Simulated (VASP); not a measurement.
# InSe (C2/m) in VASP: further runs, part 2 of 2

VASP 6.6.1. Earlier steps stand in the parts before.

## (3) Single point, PBEsol

This run uses another cell than the first one, of 28.56 Å³/atom.

INCAR reads:

```
SYSTEM = InSe
ALGO = Normal
EDIFF = 1E-6
ENCUT = 500
GGA = PS
GGA_COMPAT = .False.
ISIF = 2
ISMEAR = 0
LASPH = .True.
LCHARG = .True.
LELF = .True.
LREAL = .False.
LVHAR = .True.
LWAVE = .False.
NBANDS = 27
NELM = 120
PREC = Accurate
SIGMA = 0.01
```

KPOINTS reads:

```
k-points
0
Gamma
  4 4 4
  0 0 0
```

POSCAR reads:

```
InSe
1.0
    5.8263928781     -2.0546489550      0.0000000000
    5.8263928781      2.0546489550      0.0000000000
   -1.7232330140      0.0000000000      4.7713478577
In Se
2 2
Direct
    0.8882032500      0.8882032500      0.0468413600
    0.1117967500      0.1117967500      0.9531586400
    0.6609275900      0.6609275900      0.6689556200
    0.3390724100      0.3390724100      0.3310443800
```

Potentials or basis: VASP PAW PBE potentials, release 64 (In_d, Se).

On the command line:

```console
> cat potpaw_PBE.64/In_d/POTCAR potpaw_PBE.64/Se/POTCAR > POTCAR
> mpirun -np 1 vasp_std > vasp.out
```

OUTCAR:

```text
SYSTEM = InSe
   EDIFF = 1E-6
   ENCUT = 500
   GGA = PS
   ISIF = 2
   ISMEAR = 0
   LASPH = .True.
   LREAL = .False.
   NELM = 120
   PREC = Accurate

 ion  position               nearest neighbor table
   1  0.888  0.888  0.047-   4 2.68   4 2.68   3 2.69   2 2.80   2 3.71   2 3.71
   2  0.112  0.112  0.953-   3 2.68   3 2.68   4 2.69   1 2.80   1 3.71   1 3.71
   3  0.661  0.661  0.669-   2 2.68   2 2.68   1 2.69
   4  0.339  0.339  0.331-   1 2.68   1 2.68   2 2.69

  LATTYP: Found a base centered monoclinic cell.
 ALAT       =    11.6527857562
 B/A-ratio  =     0.3526451096
 C/A-ratio  =     0.4353462338
 COS(beta)  =    -0.3396874117

  Lattice vectors:

 A1 = (   5.8263928781,  -2.0546489550,   0.0000000000)
 A2 = (   5.8263928781,   2.0546489550,   0.0000000000)
 A3 = (  -1.7232330140,   0.0000000000,   4.7713478577)

Analysis of symmetry for initial positions (statically):
=====================================================================
 Subroutine PRICEL returns:
 Original cell was already a primitive cell.

 Routine SETGRP: Setting up the symmetry group for a
 base centered monoclinic supercell.

 Subroutine GETGRP returns: Found  4 space group operations
 (whereof  4 operations were pure point group operations)
 out of a pool of  4 trial point group operations.

The static configuration has the point symmetry C_2h.

Analysis of symmetry for dynamics (positions and initial velocities):
=====================================================================
 Subroutine PRICEL returns:
 Original cell was already a primitive cell.

 Routine SETGRP: Setting up the symmetry group for a
 base centered monoclinic supercell.

 Subroutine GETGRP returns: Found  4 space group operations
 (whereof  4 operations were pure point group operations)
 out of a pool of  4 trial point group operations.

The dynamic configuration has the point symmetry C_2h.

 Subroutine INISYM returns: Found  4 space group operations
[... 117 lines left out ...]
   IALGO  =     38    algorithm
   IMIX   =      4    mixing-type and parameters
     AMIX     =   0.40;   BMIX     =  1.00
     AMIX_MAG =   1.60;   BMIX_MAG =  1.00
  volume/ion in A,a.u.               =      28.56       192.73
  Fermi-wavevector in a.u.,A,eV,Ry     =   1.134314  2.143542 17.506177  1.286668
  Thomas-Fermi vector in A             =   2.271018
   LORBIT       =      0    0 simple, 1 ext, 2 COOP (PROOUT), +10 PAW based schemes
   GGA     = PS    functional components
   LHFCALC =     F    Hartree Fock is set to
   AEXX    =    0.0000 exact exchange contribution
   IVDW    =     0    specifies the selected vdW correction
   LEPSILON=     F    determine dielectric tensor
   LRPA    =     F    only Hartree local field effects (RPA)
 non-spin polarized calculation
 Gauss-broadening in eV      SIGMA  =   0.01
  energy-cutoff  :      500.00
  volume of cell :      114.24
 maximum number of plane-waves:      2926
 NGX is ok and might be reduce to    48
   NGX = 23   NGY = 23   NGZ = 19

 number of electron      38.0000006 magnetization

 Free energy of the ion-electron system (eV)
  ---------------------------------------------------
  ext. energy  EPLUGINS =         0.00000000
  ---------------------------------------------------
  free energy    TOTEN  =       -15.49428031 eV

  energy without entropy =      -15.49428031  energy(sigma->0) =      -15.49428031

 E-fermi :   3.8451     XC(G=0):  -9.2695

 val. band max:        3.7476151207   @ k =   0.5000   0.5000   0.0000
 cond. band min:       4.8623400216   @ k =   0.0000   0.0000   0.5000
 fundamental gap:      1.1147249009
 Fermi energy:         3.8451390435

 k-point     1 :       0.0000    0.0000    0.0000
  band No.  band energies     occupation
      1     -10.6396      2.00000
      2     -10.5233      2.00000
      3     -10.3344      2.00000
      4     -10.3043      2.00000
      5     -10.2659      2.00000
      6     -10.2622      2.00000
[... 709 lines left out ...]
     26      10.7550      0.00000
     27      11.4791      0.00000

------------------------ aborting loop because EDIFF is reached ----------------------------------------

  FORCE on cell =-STRESS in cart. coord.  units (eV):
  Direction    XX          YY          ZZ          XY          YZ          ZX
  --------------------------------------------------------------------------------------
  -------------------------------------------------------------------------------------
  Total       -1.0313098     -0.5220686     -0.6951958      0.0000000      0.0000000      0.0044518
  in kB      -14.4640941     -7.3219995     -9.7501039      0.0000000      0.0000000      0.0624359
  external PRESSURE =     -10.5120658 kB  Pullay stress =       0.0000000 kB

 VOLUME and BASIS-vectors are now :
 -----------------------------------------------------------------------------
  energy-cutoff  :      500.00
  volume of cell :      114.24
      direct lattice vectors                 reciprocal lattice vectors
     5.826392878 -2.054648955  0.000000000     0.085816389 -0.243350573  0.030993681
     5.826392878  2.054648955  0.000000000     0.085816389  0.243350573  0.030993681
    -1.723233014  0.000000000  4.771347858     0.000000000  0.000000000  0.209584384

 POSITION                                       TOTAL-FORCE (eV/Angst)
 -----------------------------------------------------------------------------------
     10.26932      0.00000      0.22350        -0.025799      0.000000     -0.016007
     -0.33977      0.00000      4.54785         0.025799      0.000000      0.016007
      6.54888      0.00000      3.19182         0.017739      0.000000     -0.089887
      3.38067      0.00000      1.57953        -0.017739      0.000000      0.089887
 -----------------------------------------------------------------------------------
    total drift:                               -0.000000     -0.000000      0.000000

  FREE ENERGIE OF THE ION-ELECTRON SYSTEM (eV)
  ---------------------------------------------------
  free  energy   TOTEN  =       -15.4942803131 eV

  energy  without entropy=      -15.4942803131  energy(sigma->0) =      -15.49428031
```

OSZICAR:

```text
N       E                     dE             d eps       ncg     rms          rms(c)
DAV:   1     0.329261183449E+03    0.32926E+03   -0.17091E+04  1304   0.153E+03
DAV:   2     0.235797268108E+02   -0.30568E+03   -0.29705E+03  1315   0.379E+02
DAV:   3    -0.142627501591E+02   -0.37842E+02   -0.37066E+02  1660   0.141E+02
DAV:   4    -0.159430052793E+02   -0.16803E+01   -0.16748E+01  1568   0.307E+01
DAV:   5    -0.159973173961E+02   -0.54312E-01   -0.54301E-01  1878   0.565E+00    0.621E+00
DAV:   6    -0.155294335569E+02    0.46788E+00   -0.87221E-01  1809   0.156E+01    0.369E+00
DAV:   7    -0.154981444100E+02    0.31289E-01   -0.33793E-01  1943   0.452E+00    0.115E+00
DAV:   8    -0.154943220840E+02    0.38223E-02   -0.36628E-02  1988   0.207E+00    0.546E-01
DAV:   9    -0.154942619296E+02    0.60154E-04   -0.50948E-03  1867   0.717E-01    0.181E-01
DAV:  10    -0.154942528454E+02    0.90842E-05   -0.41595E-04  1633   0.175E-01    0.945E-02
DAV:  11    -0.154942838366E+02   -0.30991E-04   -0.14881E-04  1804   0.139E-01    0.250E-02
DAV:  12    -0.154942799274E+02    0.39092E-05   -0.19514E-05  1841   0.437E-02    0.176E-02
DAV:  13    -0.154942803131E+02   -0.38565E-06   -0.28524E-06  1315   0.113E-02
   1 F= -.15494280E+02 E0= -.15494280E+02  d E =-.436379E-45
```

stdout:

```text
POSCAR found type information on POSCAR InSe
 POSCAR found :  2 types and       4 ions
 scaLAPACK will be used
 -----------------------------------------------------------------------------
|                                                                             |
|                                                                             |
|     You enforced a specific xc type in the INCAR file but a different       |
|     I HOPE YOU KNOW WHAT YOU ARE DOING!                                     |
|                                                                             |
 -----------------------------------------------------------------------------

 LDA part: xc-table for (Slater+PW92), standard interpolation
 POSCAR, INCAR and KPOINTS ok, starting setup
 FFT: planning ... GRIDC
 FFT: planning ... GRID_SOFT
 FFT: planning ... GRID
 WAVECAR not read
 entering main loop
```

Run time: 45 s. Hardware: 1 thread of Intel Xeon 6975P-C (Granite Rapids), shared host; peak memory 0.31 GiB.

What came out:

* Free energy: -15.4943 eV
* Pressure: -1.1 GPa
* Largest force: 0.092 eV/Å
* Band gap on the k mesh: 1.11 eV (least direct gap 1.44 eV)

Forces in eV/Å, atoms in the order of the input:
```
In  -0.026  0.000 -0.016
In   0.026  0.000  0.016
Se   0.018  0.000 -0.090
Se  -0.018  0.000  0.090
```

Caveat: the PAW data sets were made with another functional, which shifts forces and pressure a little; spin-orbit coupling is left out, which moves the levels of the heavy elements.
